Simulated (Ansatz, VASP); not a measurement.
Two plane-wave programs on WS2

The input INCAR:

```
PREC     = Accurate       # precision mode
ENCUT    = 520            # plane-wave cutoff, eV
EDIFF    = 1E-6           # SCF threshold, eV
ISMEAR   = 0              # smearing method
SIGMA    = 0.05           # smearing width, eV
LREAL    = F              # projectors in reciprocal space
LASPH    = T              # aspherical terms in the spheres
NELM     = 60             # most SCF steps
ALGO     = Normal         # electronic algorithm
ISIF     = 2              # what is computed and relaxed
LWAVE    = F              # write WAVECAR
LCHARG   = T              # write CHGCAR
GGA      = PS             # functional
LELF     = T              # ELF
LVHAR    = T            
NBANDS   = 20             # bands
```

The input KPOINTS:

```
Automatic mesh
0
Gamma
  12 12 12
```

The input POSCAR:

```
WS2
1.0
    1.7053204150      0.9845672007      6.1633300000
   -1.7053204150      0.9845672007      6.1633300000
    0.0000000000     -1.9691344013      6.1633300000
W S
1 2
Direct
    0.0000000000      0.0000000000      0.0000000000
    0.7503000000      0.7503000000      0.7503000000
    0.5810000000      0.5810000000      0.5810000000
```

Input for Ansatz:

```yaml
crystal:
  lattice:
    - [1.705320415, 0.9845672007, 6.16333]
    - [-1.705320415, 0.9845672007, 6.16333]
    - [0.0, -1.9691344013, 6.16333]
  atoms:
    - { symbol: W, position: [0.0, 0.0, 0.0] }
    - { symbol: S, position: [0.7503, 0.7503, 0.7503] }
    - { symbol: S, position: [0.581, 0.581, 0.581] }
basis:
  ecutwfc: 420
kpoints:
  mp_grid: { grid: [12, 12, 12] }
hamiltonian:
  xc: pbesol
scf:
  occupations: { method: gaussian, width: 0.05 }
output:
  forces: true
  stress: true
  eigenvalues: true
```

Change from the starting cell: strain +0.080 along x and y, +0.000 along z, atoms carried along.

Alike in both runs: task single point; functional PBEsol; k mesh 12 × 12 × 12; occupations gaussian, width 0.05 eV; no spin polarisation.

|  | VASP | Ansatz |
| --- | --- | --- |
| version | VASP 6.6.1 | Ansatz 0.2.0 |
| potentials or method | VASP PAW PBE potentials, release 64 (W_sv, S), cutoff 520 eV | scalar-relativistic, plane waves, PAW |
| valence electrons in the cell | 26 | 26 |

VASP gave:

```
gap on the k mesh at the Fermi level (eV)                     : 0.37
least direct gap on the mesh (eV)                             : 1.21
pressure (GPa)                                                : -18.1
traceless stress, the component that is largest in VASP (GPa) : 6.73
rms of the force components (eV/Å)                            : 0.682
```

What did Ansatz give for the same quantities?

gap on the k mesh at the Fermi level (eV): 0.36; least direct gap on the mesh (eV): 1.21; pressure (GPa): -18.2; traceless stress, the component that is largest in VASP (GPa): 6.71; rms of the force components (eV/Å): 0.687.

VASP's potentials were made for PBE, not for PBEsol. Atom by atom the forces differ by 0.006 eV/Å (rms over components). The functional is the same, so the differences come from potentials, cutoffs and numerics.

Neither program's run includes spin-orbit coupling.
